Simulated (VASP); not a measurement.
Wanted: the native input for a VASP 6.6.1 run.

| Item | Value |
| --- | --- |
| Task | single point |
| Functional | LDA |
| Potentials or basis | VASP PAW PBE potentials, release 64 (Lu) |
| Cutoff | 520 eV |
| k mesh | 7 × 7 × 7 |
| Occupations | methfessel-paxton, width 0.05 eV |
| Spin | no spin polarisation |
| Dipole correction | no |
| Further INCAR settings | ALGO = Normal; EDIFF = 1e-06; NBANDS = 18 |

The structure of Lu lies in POSCAR:

```
Lu
1.0
    0.0000000000      2.8381910000      2.8381910000
    2.8381910000      0.0000000000      2.8381910000
    2.8381910000      2.8381910000      0.0000000000
Lu
1
Direct
    0.5000000000      0.5000000000      0.5000000000
```

One way to write it, as run:

INCAR

```
SYSTEM = Lu
  PREC = Accurate
  ENCUT = 520
  EDIFF = 1E-6
  ISMEAR = 1
  SIGMA = 0.05
  LREAL = .False.
  LASPH = .True.
  NELM = 100
  ALGO = Normal
  ISIF = 2
  LWAVE = .False.
  LCHARG = .True.
  GGA = CA
  LELF = .True.
  LVHAR = .True.
  NBANDS = 18
```

KPOINTS

```
Automatic mesh
0
Gamma
  7 7 7
  0 0 0
```

Potentials or basis: VASP PAW PBE potentials, release 64 (Lu).

Command:

```console
$ cat potpaw_PBE.64/Lu/POTCAR > POTCAR
$ mpirun -np 1 vasp_std > vasp.out
```

Results of the run:

| Property | Result |
| --- | --- |
| Pressure | -11.1 GPa |

Caveat: the PAW data sets were made with another functional, which shifts forces and pressure a little.

Wall time 25 s on 1 thread of Intel Xeon 8259CL (shared host), peak memory 0.16 GiB.
